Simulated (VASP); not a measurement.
# BN (R3m) in VASP: single point with HSE06

Aim: the single point of BN with HSE06.

Everything below comes from runs of VASP 6.6.1. Logs are shortened: lines on timing, memory, paths and dates and some standing lists are left out, and cuts for length are marked.

## 1. The cell of the first run

Symmetry: R3m, No. 160, trigonal system. The conventional cell has a = 2.603 Å, b = 2.603 Å, c = 6.233 Å, α = 90.00°, β = 90.00°, γ = 120.00°. B (site symmetry 3m) has 4 N at 1.56 to 1.59 Å within 2.1 Å. N (site symmetry 3m) has 4 B at 1.56 to 1.59 Å within 2.1 Å.

## 2. Single point, HSE06 (epitaxial 111 strain +2.0%)

Input file POSCAR:

```
BN
1.0
   -0.0277811212      1.8131408531      1.8131408531
    1.8131408531     -0.0277811212      1.8131408531
    1.8131408531      1.8131408531     -0.0277811212
B N
1 1
Direct
    0.0000000000      0.0000000000      0.0000000000
    0.2500000000      0.2500000000      0.2500000000
```

Input file INCAR.step1:

```
SYSTEM = BN
PREC = Accurate
ENCUT = 520
EDIFF = 1E-5
ISMEAR = 0
SIGMA = 0.01
LREAL = .False.
LASPH = .True.
NELM = 100
ALGO = Normal
ISIF = 2
LWAVE = .True.
NBANDS = 11
GGA = PE
```

Input file INCAR.step2:

```
SYSTEM = BN
PREC = Accurate
ENCUT = 520
EDIFF = 1E-7
ISMEAR = 0
SIGMA = 0.01
LREAL = .False.
LASPH = .True.
NELM = 100
ALGO = Normal
ISIF = 2
LWAVE = .False.
LCHARG = .True.
GGA = PE
LHFCALC = .True.
HFSCREEN = 0.2079
PRECFOCK = Normal
LELF = .True.
LVHAR = .True.
NBANDS = 11
ISTART = 1
```

Input file KPOINTS:

```
regular mesh
0
Gamma
  8 8 8
  0 0 0
```

Potentials or basis: VASP PAW PBE potentials, release 64 (B, N).

On the command line:

```sh
> cat potpaw_PBE.64/B/POTCAR potpaw_PBE.64/N/POTCAR > POTCAR
> cp INCAR.step1 INCAR
> mpirun -np 1 vasp_std > vasp.out
> cp INCAR.step2 INCAR
> mpirun -np 1 vasp_std > vasp.out
```

OUTCAR:

```text
SYSTEM = BN
   PREC = Accurate
   ENCUT = 520
   EDIFF = 1E-7
   ISMEAR = 0
   LREAL = .False.
   LASPH = .True.
   NELM = 100
   ISIF = 2
   GGA = PE
   LHFCALC = .True.
   HFSCREEN = 0.2079
   PRECFOCK = Normal
   ISTART = 1

 ion  position               nearest neighbor table
   1  0.000  0.000  0.000-   2 1.56   2 1.59   2 1.59   2 1.59
   2  0.250  0.250  0.250-   1 1.56   1 1.59   1 1.59   1 1.59

  LATTYP: Found a trigonal (rhomboedric) cell.
 ALAT       =     2.5643188759
 COS(alpha) =     0.4846210159

  Lattice vectors:

 A1 = (  -0.0277811212,   1.8131408531,   1.8131408531)
 A2 = (   1.8131408531,  -0.0277811212,   1.8131408531)
 A3 = (   1.8131408531,   1.8131408531,  -0.0277811212)

Analysis of symmetry for initial positions (statically):
=====================================================================
 Subroutine PRICEL returns:
 Original cell was already a primitive cell.

 Routine SETGRP: Setting up the symmetry group for a
 trigonal (rhombohedral) supercell.

 Subroutine GETGRP returns: Found  6 space group operations
 (whereof  6 operations were pure point group operations)
 out of a pool of 12 trial point group operations.

The static configuration has the point symmetry C_3v.

Analysis of symmetry for dynamics (positions and initial velocities):
=====================================================================
 Subroutine PRICEL returns:
 Original cell was already a primitive cell.

 Routine SETGRP: Setting up the symmetry group for a
 trigonal (rhombohedral) supercell.

 Subroutine GETGRP returns: Found  6 space group operations
 (whereof  6 operations were pure point group operations)
 out of a pool of 12 trial point group operations.

The dynamic configuration has the point symmetry C_3v.

 Subroutine INISYM returns: Found  6 space group operations
 (whereof  6 operations are pure point group operations),
 and found     1 'primitive' translations

----------------------------------------------------------------------------------------

                                     Primitive cell

  volume of cell :      12.1953

  direct lattice vectors                    reciprocal lattice vectors
    -0.027781121  1.813140853  1.813140853    -0.269506209  0.273699866  0.273699866
[... 98 lines left out ...]
   NUPDOWN=      -1.0000    fix difference up-down
   EMIN   =  10.00;   EMAX   =-10.00  energy-range for DOS
   EFERMI =   0.00;   METHOD = LEGACY
   ISMEAR =     0;   SIGMA  =   0.01  broadening in eV -4-tet -1-fermi 0-gaus
   EFERMI_NEDOS =   21; number of points for ismear=-14 and -15
   IALGO  =     38    algorithm
   IMIX   =      1    mixing-type and parameters
     AMIX     =   0.40;   BMIX     =  1.00
     AMIX_MAG =   1.60;   BMIX_MAG =  1.00
  volume/ion in A,a.u.               =       6.10        41.15
  Fermi-wavevector in a.u.,A,eV,Ry     =   1.422462  2.688064 27.530008  2.023399
  Thomas-Fermi vector in A             =   2.543163
   LORBIT       =      0    0 simple, 1 ext, 2 COOP (PROOUT), +10 PAW based schemes
   GGA     = PE    functional components
   LHFCALC =     T    Hartree Fock is set to
   PRECFOCK=normal    Normal, Fast or Accurate (Low or Medium for compatibility)
   ENCUT4O =  -1.0   cutoff for four orbital integrals eV
   NKREDX  =     1    reduce k-point grid by
   NKREDY  =     1    reduce k-point grid by
   NKREDZ  =     1    reduce k-point grid by
   AEXX    =    0.2500 exact exchange contribution
   HFSCREEN=    0.2079 screening length (either q_TF or 0.3 A-1)
   HFSCREENC=   0.2079 screening length for correlation (either q_TF or 0.3 A-1)
   ENCUTFOCK=  -1.0 apply spherical cutoff to Coloumb kernel
   IVDW    =     0    specifies the selected vdW correction
   LEPSILON=     F    determine dielectric tensor
   LRPA    =     F    only Hartree local field effects (RPA)
 non-spin polarized calculation
 Gauss-broadening in eV      SIGMA  =   0.01
  energy-cutoff  :      520.00
  volume of cell :       12.20
 maximum number of plane-waves:       336
  NGX = 16; NGY = 16; NGZ = 16

 number of electron       8.0000000 magnetization

 Free energy of the ion-electron system (eV)
  ---------------------------------------------------
  ext. energy  EPLUGINS =         0.00000000
  ---------------------------------------------------
  free energy    TOTEN  =       -20.28722533 eV

  energy without entropy =      -20.28722533  energy(sigma->0) =      -20.28722533

 E-fermi :   6.2673     XC(G=0): -10.3671

 val. band max:        6.1934148447   @ k =   0.0000   0.0000   0.0000
 cond. band min:      11.8793300589   @ k =   0.5000   0.5000   0.0000
 fundamental gap:      5.6859152142
 Fermi energy:         6.2673410618

 k-point     1 :       0.0000    0.0000    0.0000
  band No.  band energies     occupation
      1     -15.5675      2.00000
      2       6.1455      2.00000
      3       6.1455      2.00000
      4       6.1934      2.00000
      5      16.3396      0.00000
      6      16.3396      0.00000
      7      16.6901      0.00000
      8      18.0378      0.00000
      9      32.2690      0.00000
     10      35.5151      0.00000
     11      35.5151      0.00000
[... 309 lines left out ...]
 k-point    24 :       0.3750    0.1250    0.1250
  band No.  band energies     occupation
      1     -13.1587      2.00000
      2      -0.9256      2.00000
      3       2.9649      2.00000
      4       4.9490      2.00000
      5      18.0486      0.00000
      6      18.2760      0.00000
      7      18.8435      0.00000
      8      21.6751      0.00000
      9      29.1766      0.00000
     10      30.3587      0.00000
     11      34.6206      0.00000

 [... further k-points ...]

------------------------ aborting loop because EDIFF is reached ----------------------------------------

  FORCE on cell =-STRESS in cart. coord.  units (eV):
  Direction    XX          YY          ZZ          XY          YZ          ZX
  --------------------------------------------------------------------------------------
  -------------------------------------------------------------------------------------
  Total       -1.2966606     -1.2966606     -1.2966606      0.5062958      0.5062958      0.5062958
  in kB     -170.3509550   -170.3509550   -170.3509550     66.5154498     66.5154498     66.5154498
  external PRESSURE =    -170.3509550 kB  Pullay stress =       0.0000000 kB

 VOLUME and BASIS-vectors are now :
 -----------------------------------------------------------------------------
  energy-cutoff  :      520.00
  volume of cell :       12.20
      direct lattice vectors                 reciprocal lattice vectors
    -0.027781121  1.813140853  1.813140853    -0.269506209  0.273699866  0.273699866
     1.813140853 -0.027781121  1.813140853     0.273699866 -0.269506209  0.273699866
     1.813140853  1.813140853 -0.027781121     0.273699866  0.273699866 -0.269506209

 POSITION                                       TOTAL-FORCE (eV/Angst)
 -----------------------------------------------------------------------------------
      0.00000      0.00000      0.00000        -0.015231     -0.015231     -0.015231
      0.89963      0.89963      0.89963         0.015231      0.015231      0.015231
 -----------------------------------------------------------------------------------
    total drift:                               -0.000011     -0.000011     -0.000011

  FREE ENERGIE OF THE ION-ELECTRON SYSTEM (eV)
  ---------------------------------------------------
  free  energy   TOTEN  =       -20.2872253291 eV

  energy  without entropy=      -20.2872253291  energy(sigma->0) =      -20.28722533
```

OUTCAR.step1:

```text
SYSTEM = BN
   PREC = Accurate
   ENCUT = 520
   EDIFF = 1E-5
   ISMEAR = 0
   LREAL = .False.
   LASPH = .True.
[... 558 lines left out ...]
      0.00000      0.00000      0.00000        -0.020420     -0.020420     -0.020420
      0.89963      0.89963      0.89963         0.020420      0.020420      0.020420
 -----------------------------------------------------------------------------------
    total drift:                                0.000154      0.000154      0.000154

  FREE ENERGIE OF THE ION-ELECTRON SYSTEM (eV)
  ---------------------------------------------------
  free  energy   TOTEN  =       -17.4325451277 eV

  energy  without entropy=      -17.4325451277  energy(sigma->0) =      -17.43254513
```

OSZICAR.step1:

```text
N       E                     dE             d eps       ncg     rms          rms(c)
DAV:   1     0.889812850370E+01    0.88981E+01   -0.51388E+03  1494   0.728E+02
DAV:   2    -0.178928369579E+02   -0.26791E+02   -0.26101E+02  1725   0.162E+02
DAV:   3    -0.183523548333E+02   -0.45952E+00   -0.45899E+00  1694   0.179E+01
DAV:   4    -0.183528761485E+02   -0.52132E-03   -0.52131E-03  1537   0.692E-01
DAV:   5    -0.183528766970E+02   -0.54847E-06   -0.54849E-06  1652   0.212E-02    0.653E+00
DAV:   6    -0.175082150132E+02    0.84466E+00   -0.30019E+00  1520   0.984E+00    0.316E+00
DAV:   7    -0.174457064138E+02    0.62509E-01   -0.91451E-02  1604   0.253E+00    0.188E+00
DAV:   8    -0.174322982866E+02    0.13408E-01   -0.34444E-02  1610   0.134E+00    0.177E-01
DAV:   9    -0.174324478270E+02   -0.14954E-03   -0.10561E-03  1496   0.261E-01    0.810E-02
DAV:  10    -0.174325394090E+02   -0.91582E-04   -0.13054E-04  1566   0.975E-02    0.148E-02
DAV:  11    -0.174325451277E+02   -0.57188E-05   -0.99657E-06  1577   0.259E-02
   1 F= -.17432545E+02 E0= -.17432545E+02  d E =-.974840-136
```

It took 16 min on 1 thread of Intel Xeon Platinum 8488C (Sapphire Rapids), shared host; peak memory 0.23 GiB.

What came out:

```
Free energy            : -20.2872 eV
Pressure               : -17.0 GPa
Largest force          : 0.026 eV/Å
Band gap on the k mesh : 5.69 eV (least direct gap 10.15 eV)
```

Forces in eV/Å, atoms in the order of the input:
```
B   -0.015 -0.015 -0.015
N    0.015  0.015  0.015
```

Caveat: the cell differs from its parent crystal (epitaxial 111 strain +2.0%); the cell stands under tension; the PAW data sets were made with another functional, which shifts forces and pressure a little. A k mesh can miss the band edges.
